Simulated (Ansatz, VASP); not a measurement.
One calculation of Al3Pd, two programs

INCAR

```
SYSTEM = Al3Pd
PREC = Accurate
ENCUT = 520
EDIFF = 1E-6
ISMEAR = 0
SIGMA = 0.01
LREAL = .FALSE.
LASPH = .TRUE.
NELM = 100
ALGO = Normal
ISIF = 2
LWAVE = .FALSE.
LCHARG = .FALSE.
GGA = PE
NBANDS = 18
```

Contents of KPOINTS:

```
regular mesh
0
G
  10 10 10
  0 0 0
```

The input POSCAR:

```
Al3Pd
1.0
    3.9469100000      0.0000000000      0.0000000000
    0.0000000000      3.9469100000      0.0000000000
    0.0000000000      0.0000000000      3.9469100000
Al Pd
3 1
Direct
    0.0000000000      0.5000000000      0.5000000000
    0.5000000000      0.0000000000      0.5000000000
    0.5000000000      0.5000000000      0.0000000000
    0.0000000000      0.0000000000      0.0000000000
```

Input for Ansatz:

```yaml
crystal:
  lattice:
    - [3.94691, 0.0, 0.0]
    - [0.0, 3.94691, 0.0]
    - [0.0, 0.0, 3.94691]
  atoms:
    - { symbol: Al, position: [0.0, 0.5, 0.5] }
    - { symbol: Al, position: [0.5, 0.0, 0.5] }
    - { symbol: Al, position: [0.5, 0.5, 0.0] }
    - { symbol: Pd, position: [0.0, 0.0, 0.0] }
basis:
  ecutwfc: 420
kpoints:
  mp_grid: { grid: [10, 10, 10] }
hamiltonian:
  xc: pbe
scf:
  occupations: { method: gaussian, width: 0.01 }
output:
  forces: true
  stress: true
  eigenvalues: true
```

Alike in both runs: task single point; functional PBE; k mesh 10 × 10 × 10; occupations gaussian, width 0.01 eV; no spin polarisation.

```csv
,VASP,Ansatz
version,VASP 6.6.1,Ansatz 0.2.0
potentials or method,"VASP PAW PBE potentials, release 64 (Al, Pd), cutoff 520 eV","scalar-relativistic, plane waves, PAW"
valence electrons in the cell,19,27
```

|  | VASP | Ansatz | Ansatz less VASP |
| --- | --- | --- | --- |
| gap on the k mesh at the Fermi level (eV) | none | none | - |
| pressure (GPa) | 1.2 | 1.2 | +0.03 |

A gap of «none» marks a metal or a gap that the smearing closes. VASP's potentials hold 19 valence electrons a cell and Ansatz's 27, so a difference there can come from the potentials and not from the codes.
